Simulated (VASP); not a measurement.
## AgPdCl3: single point with PBE

AgPdCl3:

```
Ag Pd Cl
1.0
     6.74067    0.00000    0.00000
    -3.37033    5.83759    0.00000
     0.00000    0.00000    5.75890
Ag Pd Cl
2 2 6
Direct
  0.00000 0.00000 0.50000
  0.00000 0.00000 0.00000
  0.33333 0.66667 0.75000
  0.66667 0.33333 0.25000
  0.14600 0.29200 0.25000
  0.85400 0.14600 0.75000
  0.85400 0.70800 0.75000
  0.14600 0.85400 0.25000
  0.70800 0.85400 0.25000
  0.29200 0.14600 0.75000
```

```
Program             : VASP 6.6.1
Task                : single point
Functional          : PBE
Potentials or basis : VASP PAW PBE potentials, release 64 (Ag, Pd, Cl)
Cutoff              : 520 eV
k mesh              : 3 × 3 × 4
Occupations         : gaussian, width 0.1 eV
Spin                : no spin polarisation
```

The pressure is 22.0 GPa, the largest force is 6.157 eV/Å and the band gap on the k mesh is zero (band 42 reaches 3.67 eV, above the bottom of band 43 at 3.55 eV).

Forces in eV/Å, atoms in the order of the input:
```
Ag   0.000  0.000  0.000
Ag   0.000  0.000  0.000
Pd   0.000  0.000  0.000
Pd   0.000  0.000  0.000
Cl   0.000  6.157  0.000
Cl  -5.332  3.079  0.000
Cl   0.000 -6.157  0.000
Cl   5.332 -3.079  0.000
Cl  -5.332 -3.079  0.000
Cl   5.332  3.079  0.000
```

Stress tensor (GPa, compression positive):
```
19.46  0.00  0.00
 0.00 19.46  0.00
 0.00  0.00 27.16
```

Levels at points of the mesh, in eV from the Fermi level:
```
           k point  band 38  band 39  band 40  band 41  band 42  band 43  band 44  band 45  band 46  band 47
(0.00, 0.00, 0.00)    -0.33    -0.30    -0.30     0.12     0.12     0.48     0.48     1.20     1.79     4.28
(0.00, 0.00, 0.50)    -0.34    -0.34    -0.34     0.00     0.00     0.00     0.00     1.53     1.53     5.42
```

It took 110 s on 1 thread of Intel(R) Xeon(R) 6975P-C (Granite Rapids) (shared host), peak memory 0.38 GiB.

Caveat: forces of over 1 eV/Å act on the atoms, so gaps and moduli don't describe the material at rest.
